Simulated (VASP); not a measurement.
AlTlP: relaxation of cell and atoms with PBE

AlTlP:

```
Al Tl P
1.0
     4.41031    0.00000    0.00000
    -2.20515    3.81944    0.00000
     0.00000    0.00000    7.36016
Al Tl P
2 2 2
Direct
  0.00000 0.00000 0.00000
  0.00000 0.00000 0.50000
  0.33333 0.66667 0.75000
  0.66667 0.33333 0.25000
  0.33333 0.66667 0.25000
  0.66667 0.33333 0.75000
```

```yaml
Program: VASP 6.6.1
Task: relaxation of cell and atoms
Functional: PBE
Potentials_or_basis: VASP PAW PBE potentials, release 64 (Al, Tl_d, P)
Cutoff: 600 eV
k_mesh: 6 × 6 × 4
Occupations: gaussian, width 0.1 eV
Spin: no spin polarisation
Dipole_correction: no
Further_INCAR_settings: ALGO = Normal; EDIFF = 1e-06; IBRION = 2; EDIFFG = -0.04; NSW = 90; ISIF = 3
```

```yaml
Relaxed_volume: 21.73 Å³/atom
Relaxed_cell: a = 4.963 Å, b = 4.963 Å, c = 6.111 Å, α = 90.00°, β = 90.00°, γ = 120.00°
Space_group_after_relaxing_to_0.1_Å: P6_3/mmc (No. 194)
Energy_gained_by_relaxing: 253.4 meV/atom
Ionic_steps: 8
Pressure_after_relaxing: 0.1 GPa
```

Stress tensor (GPa, compression positive):
```
 0.24  0.00  0.00
 0.00  0.24  0.00
 0.00  0.00 -0.07
```

The path:
| step | energy change (eV) | largest force (eV/Å) | pressure (GPa) | volume (Å³) |
| --- | --- | --- | --- | --- |
| 1 | 0.0000 | 0.0000 | 9.87 | 123.98 |
| 2 | -1.0250 | 0.0000 | -1.69 | 147.84 |
| 3 | -1.0250 | 0.0000 | -1.66 | 147.71 |
| 4 | -1.1854 | 0.0000 | -1.65 | 144.22 |
| 5 | -1.5120 | 0.0000 | -0.54 | 133.01 |
| 6 | -1.5174 | 0.0000 | -0.22 | 131.66 |
| 7 | -1.5188 | 0.0000 | 0.65 | 128.92 |
| 8 | -1.5203 | 0.0000 | 0.13 | 130.35 |

Final structure:
```yaml
crystal:
  lattice:
    - [4.96291, 0.00000, 0.00000]
    - [-2.48146, 4.29801, 0.00000]
    - [0.00000, 0.00000, 6.11107]
  atoms:
    - { symbol: Al, position: [0.00000, 0.00000, 0.00000] }
    - { symbol: Al, position: [0.00000, 0.00000, 0.50000] }
    - { symbol: Tl, position: [0.33333, 0.66667, 0.75000] }
    - { symbol: Tl, position: [0.66667, 0.33333, 0.25000] }
    - { symbol: P, position: [0.33333, 0.66667, 0.25000] }
    - { symbol: P, position: [0.66667, 0.33333, 0.75000] }
```

Levels at points of the mesh, in eV from the Fermi level:
```tsv
k point	band 17	band 18	band 19	band 20	band 21	band 22	band 23	band 24	band 25
(0.00, 0.00, 0.00)	-2.71	-1.76	-1.76	-1.38	-0.95	-0.13	-0.13	0.71	1.05
(0.50, 0.00, 0.00)	-3.85	-3.28	-2.09	-1.80	-1.01	1.48	1.94	2.15	3.38
(0.00, 0.00, 0.50)	-2.00	-2.00	-1.76	-1.76	-1.13	-1.13	-0.16	-0.16	-0.16
(0.50, 0.00, 0.50)	-3.42	-3.42	-0.52	-0.52	0.76	0.76	2.30	2.30	3.18
```

Run time: 3.1 min on 1 thread of Intel(R) Xeon(R) 6975P-C (Granite Rapids) (shared host), peak memory 0.32 GiB.

Caveat: the highest band is partly filled, so the run has too few bands; a cell axis changed by over 15 % at a fixed basis, so the end point is rough; spin-orbit coupling is left out, which moves the levels of the heavy elements.
